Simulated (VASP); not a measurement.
Set up this calculation in VASP 6.6.1, as the native input.

```yaml
Task: single point
Functional: PBE
Potentials_or_basis: VASP PAW PBE potentials, release 64 (Zr_sv, N)
Cutoff: 600 eV
k_mesh: 20 × 20 × 20
Occupations: gaussian, width 0.1 eV
Spin: no spin polarisation
Dipole_correction: no
Further_INCAR_settings: ALGO = Normal; EDIFF = 1e-06; NBANDS = 16
```

The structure of ZrN lies in POSCAR:

```
ZrN
1.0
    0.0000000000      2.2262302229      2.2262302229
    2.2262302229      0.0000000000      2.2262302229
    2.2262302229      2.2262302229      0.0000000000
Zr N
1 1
Direct
    0.0000000000      0.0000000000      0.0000000000
    0.5000000000      0.5000000000      0.5000000000
```

This cell differs from its parent crystal: volume scaled by 0.91.

These files were run (other wordings do the same):

INCAR

```
SYSTEM = ZrN
ALGO     = Normal         ! electronic algorithm
EDIFF    = 1E-6           ! SCF threshold, eV
ENCUT    = 600            ! plane-wave cutoff, eV
GGA      = PE             ! functional
GGA_COMPAT= .FALSE.      
ISIF     = 2              ! what is computed and relaxed
ISMEAR   = 0              ! smearing method
LASPH    = .TRUE.         ! aspherical terms in the spheres
LCHARG   = .FALSE.        ! write CHGCAR
LREAL    = .FALSE.        ! projectors in reciprocal space
LWAVE    = .FALSE.        ! write WAVECAR
NBANDS   = 16             ! bands
NELM     = 120            ! most SCF steps
PREC     = Accurate       ! precision mode
SIGMA    = 0.1            ! smearing width, eV
```

KPOINTS

```
k-points
0
G
  20 20 20
  0 0 0
```

Potentials or basis: VASP PAW PBE potentials, release 64 (Zr_sv, N).

Launch:

```console
$ cat potpaw_PBE.64/Zr_sv/POTCAR potpaw_PBE.64/N/POTCAR > POTCAR
$ mpirun -np 1 vasp_std > vasp.out
```

It gave:

```
Pressure : 29.0 GPa
```

It took 2.2 min on 1 thread of AMD EPYC 9R45 (Zen 5), on a shared host, peak memory 0.21 GiB.
